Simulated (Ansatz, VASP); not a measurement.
# Mo2Se2S: VASP beside Ansatz

```
Mo Se S
1.0
     6.44732    0.00000    0.01556
     0.00000    3.29296    0.00000
    -2.33873    0.00000    8.66963
Mo Se S
4 4 2
Cartesian
  -0.7381 2.4697 5.4177
  4.8467 0.8232 3.2675
  2.0672 2.4697 0.1084
  2.0414 0.8232 8.5768
  0.6775 0.8232 4.1777
  3.4311 2.4697 4.5075
  -1.8074 0.8232 7.3041
  5.9160 2.4697 1.3811
  1.2815 2.4697 7.0183
  2.8271 0.8232 1.6669
```

Alike in both runs: functional PBE; k mesh 6 × 10 × 4; occupations gaussian, width 0.1 eV; no spin polarisation.

Ansatz relaxed the structure, and its values are those at the end. VASP's run is a single point on that final structure, the one shown.

|  | VASP | Ansatz |
| --- | --- | --- |
| version | VASP 6.6.1 | Ansatz 0.2.0 |
| potentials or method | VASP PAW PBE potentials, release 64 (Mo_sv, Se, S), cutoff 520 eV | scalar-relativistic, plane waves, PAW |
| valence electrons in the cell | 92 | 132 |

```csv
,VASP,Ansatz,Ansatz less VASP
gap on the k mesh at the Fermi level (eV),none,none,-
pressure (GPa),0.2,0.0,-0.17
rms of the force components (eV/Å),0.012,0.001,-0.0114
```

A gap of «none» marks a metal or a gap that the smearing closes. With one functional, cell and mesh, what is left measures potentials, basis and numerics. VASP's potentials hold 92 valence electrons a cell and Ansatz's 132, so a difference there can come from the potentials and not from the codes.
